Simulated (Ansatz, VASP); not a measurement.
## Two plane-wave programs on TiO2

```
CELL_PARAMETERS angstrom
0.00000 2.41500 2.41500
2.41500 0.00000 2.41500
2.41500 2.41500 0.00000
ATOMIC_POSITIONS crystal
Ti 0.00000 0.00000 0.00000
O 0.25000 0.25000 0.25000
O 0.75000 0.75000 0.75000
```

Alike in both runs: task electric field gradients; functional PBE; k mesh 11 × 11 × 11; occupations fermi-dirac, width 0.05 eV; no spin polarisation.

|  | VASP | Ansatz |
| --- | --- | --- |
| version | VASP 6.6.1 | Ansatz 0.2.0 |
| potentials or method | VASP PAW PBE potentials, release 64 (Ti_sv, O) | PAW with Ansatz's default frozen-core files, scalar-relativistic |
| plane-wave cutoff (eV) | 520 | 420 |
| valence electrons in the cell | 24 | 24 |

```tsv
	VASP	Ansatz	Ansatz less VASP
pressure (GPa)	0.8	0.0	-0.80
```

The functional is the same, so the differences come from potentials, cutoffs and numerics.
